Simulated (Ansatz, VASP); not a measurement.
## Two plane-wave programs on GaMo

```xyz
8
Lattice="5.0053 0.0000 0.0000 0.0000 5.0053 0.0000 0.0000 0.0000 5.0053" Properties=species:S:1:pos:R:3 pbc="T T T"
Ga    3.2565    0.7539    1.7488
Ga    4.2514    4.2514    4.2514
Ga    0.7539    1.7488    3.2565
Ga    1.7488    3.2565    0.7539
Mo    1.7850    4.2876    3.2204
Mo    0.7177    0.7177    0.7177
Mo    4.2876    3.2204    1.7850
Mo    3.2204    1.7850    4.2876
```

Alike in both runs: functional PBE; k mesh 3 × 3 × 3; occupations gaussian, width 0.2 eV; no spin polarisation.

Ansatz relaxed the structure, and its values are those at the end. VASP's run is a single point on that final structure, the one shown.

```csv
,VASP,Ansatz
version,VASP 6.6.1,Ansatz 0.2.0
potentials or method,"VASP PAW PBE potentials, release 64 (Ga_d, Mo_sv), cutoff 520 eV","scalar-relativistic, plane waves, PAW"
valence electrons in the cell,108,108
```

|  | VASP | Ansatz | Ansatz less VASP |
| --- | --- | --- | --- |
| gap on the k mesh at the Fermi level (eV) | none | none | - |
| pressure (GPa) | 0.3 | -0.1 | -0.44 |
| rms of the force components (eV/Å) | 0.013 | 0.015 | +0.0027 |

A gap of «none» marks a metal or a gap that the smearing closes. The functional is the same, so the differences come from potentials, cutoffs and numerics.

The k mesh is coarse, so the values compare programs but aren't converged.
